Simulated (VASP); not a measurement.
A run of VASP 6.6.1:

INCAR

```
ALGO     = Normal         # electronic algorithm
EDIFF    = 1E-6           # SCF threshold, eV
ENCUT    = 520            # plane-wave cutoff, eV
ISIF     = 2              # what is computed and relaxed
ISMEAR   = 1              # smearing method
LASPH    = T              # aspherical terms in the spheres
LCHARG   = F              # write CHGCAR
LREAL    = F              # projectors in reciprocal space
LWAVE    = F              # write WAVECAR
NBANDS   = 28             # bands
NELM     = 60             # most SCF steps
PREC     = Accurate       # precision mode
SIGMA    = 0.05           # smearing width, eV
```

The input KPOINTS:

```
k-points
0
Gamma
  4 4 4
```

File POSCAR:

```
K3Cd
1.0
    5.9529040000      0.0000000000      0.0000000000
    0.0000000000      5.9529040000      0.0000000000
    0.0000000000      0.0000000000      5.9529040000
K Cd
3 1
Direct
    0.0000000000      0.5000000000      0.5000000000
    0.5000000000      0.0000000000      0.5000000000
    0.5000000000      0.5000000000      0.0000000000
    0.0000000000      0.0000000000      0.0000000000
```

Potentials or basis: VASP PAW LDA potentials, release 64 (K_sv, Cd).

The run is started by

```bash
$ cat potpaw_LDA.64/K_sv/POTCAR potpaw_LDA.64/Cd/POTCAR > POTCAR
$ mpirun -np 1 vasp_std > vasp.out
```

Hardware: 1 thread of Intel(R) Xeon(R) Platinum 8488C (Sapphire Rapids), on a shared host.

Problem. How long does it take, and how much memory?

Solution. It took 31 s on 1 thread of Intel(R) Xeon(R) Platinum 8488C (Sapphire Rapids), on a shared host, peak memory 0.27 GiB. Counts: scf iterations 11, k points 10.
